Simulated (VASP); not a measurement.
**Bi: single point with LDA**

Bi, a slab with vacuum:

```xyz
2
Lattice="4.0810 0.0000 0.0000 -2.0405 3.5342 0.0000 0.0000 0.0000 28.0000" Properties=species:S:1:pos:R:3 pbc="T T T"
Bi    0.0000    2.3562   14.3675
Bi    2.0405    1.1781   13.6325
```

* Program: VASP 6.6.1
* Task: single point
* Functional: LDA
* Potentials or basis: VASP PAW LDA potentials, release 64 (Bi_d)
* Cutoff: 520 eV
* k mesh: 9 × 9 × 1
* Occupations: gaussian, width 0.02 eV
* Spin: no spin polarisation
* Dipole correction: yes
* Further INCAR settings: ALGO = Normal; EDIFF = 1e-06; NBANDS = 22

```json
{
  "Largest force": "7.255 eV/Å",
  "Band gap on the k mesh": "zero (bands 15 and 16 overlap by 0.73 eV)"
}
```

Forces on the atoms (eV/Å):
```
Bi   0.000  0.000  7.255
Bi   0.000  0.000 -7.255
```

Levels at points of the mesh, in eV from the Fermi level:
```
           k point  band 12  band 13  band 14  band 15  band 16  band 17  band 18  band 19
(0.00, 0.00, 0.00)    -6.93    -2.53    -2.53    -2.38     0.59     2.15     2.15     3.32
```

Wall time 98 s on 1 thread of Intel(R) Xeon(R) Platinum 8488C (Sapphire Rapids) (shared host), peak memory 0.36 GiB.

Caveat: spin-orbit coupling is left out, which moves the levels of the heavy elements.
